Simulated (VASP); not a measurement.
Wanted: the native input for a VASP 6.6.1 run.

```
Task                   : single point
Functional             : r2SCAN
Dispersion             : rVV10
Potentials or basis    : VASP PAW PBE potentials, release 64 (Te, Sn_d)
Cutoff                 : 520 eV
k mesh                 : 7 × 7 × 7
Occupations            : fermi-dirac, width 0.05 eV
Spin                   : no spin polarisation
Dipole correction      : no
Further INCAR settings : ALGO = Normal; EDIFF = 1e-06; NBANDS = 17
```

SnTe:

```
Te Sn
1.0
     0.00000    3.19231    3.19231
     3.19231    0.00000    3.19231
     3.19231    3.19231    0.00000
Te Sn
1 1
Direct
  0.50000 0.50000 0.50000
  0.00000 0.00000 0.00000
```

These files were run (other wordings do the same):

POSCAR

```
SnTe
1.0
    0.0000000000      3.1923133075      3.1923133075
    3.1923133075      0.0000000000      3.1923133075
    3.1923133075      3.1923133075      0.0000000000
Te Sn
1 1
Direct
    0.5000000000      0.5000000000      0.5000000000
    0.0000000000      0.0000000000      0.0000000000
```

INCAR.step1

```
PREC = Accurate
ENCUT = 520
ISMEAR = -1
SIGMA = 0.05
LREAL = F
LASPH = T
NELM = 80
NBANDS = 17
GGA = PE
ALGO = Normal
EDIFF = 1E-4
LWAVE = T
LCHARG = F
```

INCAR.step2

```
PREC = Accurate
ENCUT = 520
EDIFF = 1E-6
ISMEAR = -1
SIGMA = 0.05
LREAL = F
LASPH = T
NELM = 80
ALGO = Normal
ISIF = 2
LWAVE = F
LCHARG = F
METAGGA = R2SCAN
LMIXTAU = T
LUSE_VDW = T
IVDW_NL = 2
BPARAM = 11.95
CPARAM = 0.0093
NBANDS = 17
ISTART = 1
```

KPOINTS

```
regular mesh
0
Gamma
  7 7 7
```

Potentials or basis: VASP PAW PBE potentials, release 64 (Te, Sn_d).

Run with:

```bash
$ cat potpaw_PBE.64/Te/POTCAR potpaw_PBE.64/Sn_d/POTCAR > POTCAR
$ cp INCAR.step1 INCAR
$ mpirun -np 1 vasp_std > vasp.out
$ cp INCAR.step2 INCAR
$ mpirun -np 1 vasp_std > vasp.out
```

Results of the run:

```json
{
  "Pressure": "-1.0 GPa"
}
```

Caveat: the PAW data sets were made with another functional, which shifts forces and pressure a little.

Run time: 88 s on 1 thread of Intel(R) Xeon(R) 6975P-C (Granite Rapids) (shared host), peak memory 0.39 GiB.
